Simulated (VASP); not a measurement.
A run of VASP 6.6.1 is set up as follows.

File INCAR:

```
PREC     = Accurate       # precision mode
ENCUT    = 600            # plane-wave cutoff, eV
EDIFF    = 1E-6           # SCF threshold, eV
ISMEAR   = 0              # smearing method
SIGMA    = 0.1            # smearing width, eV
LREAL    = F              # projectors in reciprocal space
LASPH    = T              # aspherical terms in the spheres
NELM     = 60             # most SCF steps
ALGO     = Normal         # electronic algorithm
ISIF     = 3              # what is computed and relaxed
LWAVE    = F              # write WAVECAR
LCHARG   = F              # write CHGCAR
GGA      = PE             # functional
IBRION   = 2              # ionic algorithm
NSW      = 100            # ionic steps
EDIFFG   = -0.01          # ionic threshold
```

Contents of KPOINTS:

```
regular mesh
0
Gamma
  12 12 4
```

Contents of POSCAR:

```
AlO
1.0
    2.8925369592      0.0000000000      0.0000000000
   -1.4462684796      2.5050104881      0.0000000000
    0.0000000000      0.0000000000     11.6859240104
Al O
4 4
Direct
    0.3333333333      0.6666666667      0.1239515886
    0.6666666667      0.3333333333      0.6239515886
    0.3333333333      0.6666666667      0.3760484114
    0.6666666667      0.3333333333      0.8760484114
    0.0000000000      0.0000000000      0.0000000000
    0.0000000000      0.0000000000      0.5000000000
    0.6666666667      0.3333333333      0.2500000000
    0.3333333333      0.6666666667      0.7500000000
```

Potentials or basis: VASP PAW PBE potentials, release 64 (Al, O).

Run with:

```sh
$ cat potpaw_PBE.64/Al/POTCAR potpaw_PBE.64/O/POTCAR > POTCAR
$ mpirun -np 1 vasp_std > vasp.out
```

Task: Predict the relaxed volume.

Result: 10.55 Å³/atom.

Task: What does it give for the band gap on the k mesh?

Result: Zero (bands 18 and 19 overlap by 2.29 eV).

Final structure:
```cif
data_structure
_symmetry_space_group_name_H-M 'P 1'
_symmetry_Int_Tables_number 1
_cell_length_a 2.8850
_cell_length_b 2.8850
_cell_length_c 11.7048
_cell_angle_alpha 90.000
_cell_angle_beta 90.000
_cell_angle_gamma 120.000
_cell_volume 84.37
loop_
_atom_site_label
_atom_site_type_symbol
_atom_site_fract_x
_atom_site_fract_y
_atom_site_fract_z
_atom_site_occupancy
Al1 Al 0.33333 0.66667 0.12408 1
Al2 Al 0.66667 0.33333 0.62408 1
Al3 Al 0.33333 0.66667 0.37592 1
Al4 Al 0.66667 0.33333 0.87592 1
O1 O 0.00000 0.00000 0.00000 1
O2 O 0.00000 0.00000 0.50000 1
O3 O 0.66667 0.33333 0.25000 1
O4 O 0.33333 0.66667 0.75000 1
```
